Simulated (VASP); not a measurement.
A run of VASP 6.6.1 is set up as follows.

File POSCAR:

```
MoS2
1.0
    3.1710519965      0.0000000000      0.0000000000
   -1.5855259982      2.7462115857      0.0000000000
    0.0000000000      0.0000000000      6.8096889090
Mo S
1 2
Direct
    0.0000000000      0.0000000000      0.0000000000
    0.3333333333      0.6666666667      0.2285702679
    0.3333333333      0.6666666667      0.7714297321
```

The input INCAR.step1:

```
SYSTEM = MoS2
ALGO     = Normal         ! electronic algorithm
EDIFF    = 1E-8           ! SCF threshold, eV
ENCUT    = 500            ! plane-wave cutoff, eV
GGA      = CA             ! functional
ISMEAR   = 0              ! smearing method
LASPH    = .True.         ! aspherical terms in the spheres
LCHARG   = .False.        ! write CHGCAR
LREAL    = .False.        ! projectors in reciprocal space
LWAVE    = .True.         ! write WAVECAR
NELM     = 80             ! most SCF steps
PREC     = Accurate       ! precision mode
SIGMA    = 0.01           ! smearing width, eV
```

The input INCAR.step2:

```
SYSTEM = MoS2
ALGO     = Exact          ! electronic algorithm
EDIFF    = 1E-8           ! SCF threshold, eV
ENCUT    = 500            ! plane-wave cutoff, eV
GGA      = CA             ! functional
ISMEAR   = 0              ! smearing method
ISTART   = 1            
LASPH    = .True.         ! aspherical terms in the spheres
LCHARG   = .False.        ! write CHGCAR
LOPTICS  = .True.         ! frequency-dependent dielectric function
LREAL    = .False.        ! projectors in reciprocal space
LWAVE    = .True.         ! write WAVECAR
NBANDS   = 236            ! bands
NELM     = 1              ! most SCF steps
PREC     = Accurate       ! precision mode
SIGMA    = 0.01           ! smearing width, eV
```

File INCAR.step3:

```
SYSTEM = MoS2
ALGO     = EVGW0          ! electronic algorithm
EDIFF    = 1E-8           ! SCF threshold, eV
ENCUT    = 500            ! plane-wave cutoff, eV
ENCUTGW  = 140.0          ! cutoff of the response function
GGA      = CA             ! functional
ISMEAR   = 0              ! smearing method
ISTART   = 1            
LASPH    = .True.         ! aspherical terms in the spheres
LCHARG   = .False.        ! write CHGCAR
LREAL    = .False.        ! projectors in reciprocal space
LWAVE    = .False.        ! write WAVECAR
NBANDS   = 236            ! bands
NBANDSGW = 21           
NELMGW   = 1            
NOMEGA   = 96             ! frequency points
OMEGAMAX = 20           
PREC     = Accurate       ! precision mode
PRECFOCK = Fast         
SIGMA    = 0.01           ! smearing width, eV
```

The input KPOINTS:

```
k-points
0
Gamma
  6 6 2
  0 0 0
```

Potentials or basis: VASP PAW LDA potentials, release 64 (Mo_sv_GW, S_GW).

The run is started by

```sh
$ cat potpaw_LDA.64/Mo_sv_GW/POTCAR potpaw_LDA.64/S_GW/POTCAR > POTCAR
$ cp INCAR.step1 INCAR
$ mpirun -np 1 vasp_std > vasp.out
$ cp INCAR.step2 INCAR
$ mpirun -np 1 vasp_std > vasp.out
$ cp INCAR.step3 INCAR
$ mpirun -np 1 vasp_std > vasp.out
```

What does it give for the quasiparticle gap?

1.68 eV.

Predict the least direct quasiparticle gap.

2.18 eV.

Estimate the band gap of the starting levels on the mesh.

1.23 eV.

What does it give for the least direct gap of the starting levels on the mesh?

1.68 eV.

Caveat: the k points lie up to 0.46 Å⁻¹ apart; bands, screening cutoff and mesh are small and nothing is extrapolated, so the quasiparticle values aren't converged.
